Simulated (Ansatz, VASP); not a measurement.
Be2C in VASP and in Ansatz

```
CELL_PARAMETERS angstrom
0.00000 2.07396 2.07396
2.07396 0.00000 2.07396
2.07396 2.07396 0.00000
ATOMIC_POSITIONS crystal
Be 0.25000 0.25000 0.25000
Be 0.75000 0.75000 0.75000
C 0.00000 0.00000 0.00000
```

Alike in both runs: task single point; functional PBE; k mesh 12 × 12 × 12; occupations gaussian, width 0.02 eV; no spin polarisation.

|  | VASP | Ansatz |
| --- | --- | --- |
| version | VASP 6.6.1 | Ansatz 0.2.0 |
| potentials or method | VASP PAW PBE potentials, release 64 (Be, C), cutoff 600 eV | scalar-relativistic, plane waves, PAW |
| valence electrons in the cell | 8 | 8 |

```tsv
	VASP	Ansatz	Ansatz less VASP
gap on the k mesh at the Fermi level (eV)	1.21	1.22	+0.015
least direct gap on the mesh (eV)	4.37	4.38	+0.010
```

The functional is the same, so the differences come from potentials, cutoffs and numerics.
